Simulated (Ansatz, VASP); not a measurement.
## Two plane-wave programs on Y

```xyz
1
Lattice="0.0000 2.5844 2.4850 2.5844 0.0000 2.4850 2.5844 2.5844 0.0000" Properties=species:S:1:pos:R:3 pbc="T T T"
Y     0.0000    0.0000    0.0000
```

Change from the starting cell: strain +0.040 along x and y, +0.000 along z, atoms carried along.

Alike in both runs: task single point; functional PBEsol; k mesh 16 × 16 × 16; occupations gaussian, width 0.15 eV; no spin polarisation.

```csv
,VASP,Ansatz
version,VASP 6.6.1,Ansatz 0.2.0
potentials or method,"VASP PAW PBE potentials, release 64 (Y_sv), cutoff 520 eV","scalar-relativistic, plane waves, PAW"
valence electrons in the cell,11,11
```

|  | VASP | Ansatz | Ansatz less VASP |
| --- | --- | --- | --- |
| gap on the k mesh at the Fermi level (eV) | none | none | - |
| pressure (GPa) | -2.8 | -2.7 | +0.10 |
| traceless stress, the component that is largest in VASP (GPa) | 0.68 | 0.67 | -0.006 |

VASP's potentials were made for PBE, not for PBEsol. A gap of «none» marks a metal or a gap that the smearing closes.
